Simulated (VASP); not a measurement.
# CuO (Cccm) in VASP: a series of runs, part 2 of 2

VASP 6.6.1. Earlier steps stand in the parts before.

### Step 3. Relaxation of cell and atoms, PBE

File INCAR:

```
PREC     = Accurate       # precision mode
ENCUT    = 600            # plane-wave cutoff, eV
EDIFF    = 1E-6           # SCF threshold, eV
ISMEAR   = -1             # smearing method
SIGMA    = 0.05           # smearing width, eV
LREAL    = False          # projectors in reciprocal space
LASPH    = True           # aspherical terms in the spheres
NELM     = 60             # most SCF steps
ALGO     = Normal         # electronic algorithm
ISIF     = 3              # what is computed and relaxed
LWAVE    = False          # write WAVECAR
LCHARG   = False          # write CHGCAR
GGA      = PE             # functional
IBRION   = 2              # ionic algorithm
NSW      = 60             # ionic steps
EDIFFG   = -0.01          # ionic threshold
```

File KPOINTS:

```
Automatic mesh
0
Gamma
  9 9 5
```

File POSCAR:

```
CuO
1.0
    1.9909680000     -2.1535500000      0.0000000000
    1.9909680000      2.1535500000      0.0000000000
    0.0000000000      0.0000000000      5.1559280000
Cu O
2 2
Direct
    0.5000000000      0.0000000000      0.0000000000
    0.0000000000      0.5000000000      0.5000000000
    0.5000000000      0.5000000000      0.2500000000
    0.5000000000      0.5000000000      0.7500000000
```

Potentials or basis: VASP PAW PBE potentials, release 64 (Cu, O).

Started as:

```sh
> cat potpaw_PBE.64/Cu/POTCAR potpaw_PBE.64/O/POTCAR > POTCAR
> mpirun -np 1 vasp_std > vasp.out
```

OUTCAR:

```text
PREC = Accurate
   ENCUT = 600
   EDIFF = 1E-6
   ISMEAR = -1
   LREAL = False
   LASPH = True
   NELM = 60
   ISIF = 3
   GGA = PE
   IBRION = 2
   NSW = 60
   EDIFFG = -0.01

 ion  position               nearest neighbor table
   1  0.500  0.000  0.000-   3 1.95   4 1.95   3 1.95   4 1.95
   2  0.000  0.500  0.500-   3 1.95   4 1.95   3 1.95   4 1.95
   3  0.500  0.500  0.250-   1 1.95   2 1.95   1 1.95   2 1.95
   4  0.500  0.500  0.750-   1 1.95   2 1.95   1 1.95   2 1.95

  LATTYP: Found a base centered orthorhombic cell.
 ALAT       =     3.9819360000
 B/A-ratio  =     1.0816597755
 C/A-ratio  =     1.2948294498

  Lattice vectors:

 A1 = (   1.9909680000,  -2.1535500000,   0.0000000000)
 A2 = (   1.9909680000,   2.1535500000,   0.0000000000)
 A3 = (   0.0000000000,   0.0000000000,   5.1559280000)

Analysis of symmetry for initial positions (statically):
=====================================================================
 Subroutine PRICEL returns:
 Original cell was already a primitive cell.

 Routine SETGRP: Setting up the symmetry group for a
 base centered orthorhombic supercell.

 Subroutine GETGRP returns: Found  8 space group operations
 (whereof  4 operations were pure point group operations)
 out of a pool of  8 trial point group operations.

The static configuration has the point symmetry C_2h.
 The point group associated with its full space group is D_2h.
[... 277 lines left out ...]

[... ionic steps 4 to 13 ...]

--------------------------------------- Ionic step       14  -------------------------------------------

 number of electron      34.0000012 magnetization

------------------------ aborting loop because EDIFF is reached ----------------------------------------
[... 71 lines left out ...]
--------------------------------------- Ionic step       16  -------------------------------------------

 number of electron      34.0000011 magnetization

 Free energy of the ion-electron system (eV)
  ---------------------------------------------------
  ext. energy  EPLUGINS =         0.00000000
  ---------------------------------------------------
  free energy    TOTEN  =       -19.74234439 eV

  energy without entropy =      -19.72310630  energy(sigma->0) =      -19.73272534

 E-fermi :   4.6812     XC(G=0): -11.2305

 val. band max:        4.6433361049   @ k =  -0.1111   0.1111   0.4000
 cond. band min:       4.7090619470   @ k =   0.4444   0.0000   0.2000
 fundamental gap:      0.0657258421
 Fermi energy:         4.6811863945

 k-point     1 :       0.0000    0.0000    0.0000
  band No.  band energies     occupation
      1     -14.9670      2.00000
      2     -13.6811      2.00000
      3      -3.2467      2.00000
      4      -0.6332      2.00000
      5      -0.6244      2.00000
      6       1.0522      2.00000
[... 565 lines left out ...]
     20      11.4725      0.00000
     21      14.5065      0.00000

 [... further k-points ...]

------------------------ aborting loop because EDIFF is reached ----------------------------------------

  FORCE on cell =-STRESS in cart. coord.  units (eV):
  Direction    XX          YY          ZZ          XY          YZ          ZX
  --------------------------------------------------------------------------------------
  -------------------------------------------------------------------------------------
  Total       -0.0220431     -0.0226673      0.0292643      0.0000000      0.0000000      0.0000000
  in kB       -0.7847887     -0.8070092      1.0418780      0.0000000      0.0000000      0.0000000
  external PRESSURE =      -0.1833067 kB  Pullay stress =       0.0000000 kB
[... 19 lines left out ...]
  FREE ENERGIE OF THE ION-ELECTRON SYSTEM (eV)
  ---------------------------------------------------
  free  energy   TOTEN  =       -19.7423443855 eV

  energy  without entropy=      -19.7231063010  energy(sigma->0) =      -19.73272534

 reached required accuracy - stopping structural energy minimisation
```

OSZICAR:

```text
N       E                     dE             d eps       ncg     rms          rms(c)
DAV:   1     0.323716032216E+03    0.32372E+03   -0.18317E+04  3198   0.279E+03
DAV:   2     0.243516998821E+02   -0.29936E+03   -0.28448E+03  3208   0.457E+02
DAV:   3    -0.239068914105E+02   -0.48259E+02   -0.45761E+02  4407   0.203E+02
DAV:   4    -0.260265902161E+02   -0.21197E+01   -0.20938E+01  4299   0.428E+01
[... 149 lines left out ...]
DAV:   2    -0.197424274755E+02    0.17667E-03   -0.78701E-04  4064   0.831E-01    0.687E-02
DAV:   3    -0.197423772166E+02    0.50259E-04   -0.19702E-04  4669   0.557E-01    0.474E-02
DAV:   4    -0.197423453196E+02    0.31897E-04   -0.44445E-05  4511   0.252E-01    0.110E-02
DAV:   5    -0.197423445852E+02    0.73442E-06   -0.14803E-05  4658   0.409E-02    0.353E-03
DAV:   6    -0.197423443855E+02    0.19972E-06   -0.32052E-07  1760   0.186E-02
  16 F= -.19742344E+02 E0= -.19732725E+02  d E =-.169863E-02
```

Wall time 6.6 min (1 thread of AMD EPYC 9R45 (Zen 5), shared host); peak memory 0.19 GiB.

What came out:

| Quantity | Value |
| --- | --- |
| Free energy | -19.7423 eV |
| Relaxed volume | 11.25 Å³/atom |
| Relaxed cell | a = 2.955 Å, b = 2.955 Å, c = 5.155 Å, α = 90.00°, β = 90.00°, γ = 89.74° |
| Space group after relaxing (to 0.05 Å) | P4_2/mmc (No. 131) |
| Energy gained by relaxing | 2.7 meV/atom |
| Ionic steps | 16 |
| Pressure after relaxing | 0.0 GPa |
| Band gap on the k mesh | zero (band 17 reaches 5.37 eV, above the bottom of band 18 at 4.44 eV) |

Step by step:
```
step  energy change (eV)  largest force (eV/Å)  pressure (GPa)  volume (Å³)
   1              0.0000                0.0000            2.04        44.21
   2             -0.0029                0.0000           -1.11        45.12
   3             -0.0039                0.0000           -0.10        44.82
   4             -0.0047                0.0000           -0.17        44.85
   5             -0.0059                0.0000           -0.02        44.92
   6             -0.0063                0.0000            0.01        45.05
   7             -0.0065                0.0000            0.04        45.01
   8             -0.0073                0.0000           -0.32        45.07
   9             -0.0088                0.0000           -0.67        45.23
  10             -0.0077                0.0000           -1.71        45.52
  11             -0.0090                0.0000           -1.03        45.31
  12             -0.0095                0.0000           -0.93        45.26
  13             -0.0105                0.0000           -0.24        45.11
  14             -0.0107                0.0000           -0.11        45.04
  15             -0.0107                0.0000            0.08        44.98
  16             -0.0107                0.0000           -0.02        45.00
```

Final structure:
```
CELL_PARAMETERS angstrom
2.09392 -2.08461 0.00000
2.09392 2.08461 0.00000
0.00000 0.00000 5.15486
ATOMIC_POSITIONS crystal
Cu 0.50000 0.00000 0.00000
Cu 0.00000 0.50000 0.50000
O 0.50000 0.50000 0.25000
O 0.50000 0.50000 0.75000
```

Caveat: semilocal functionals often make such compounds metallic where correlation or magnetic order opens a gap, which also shifts bond lengths.
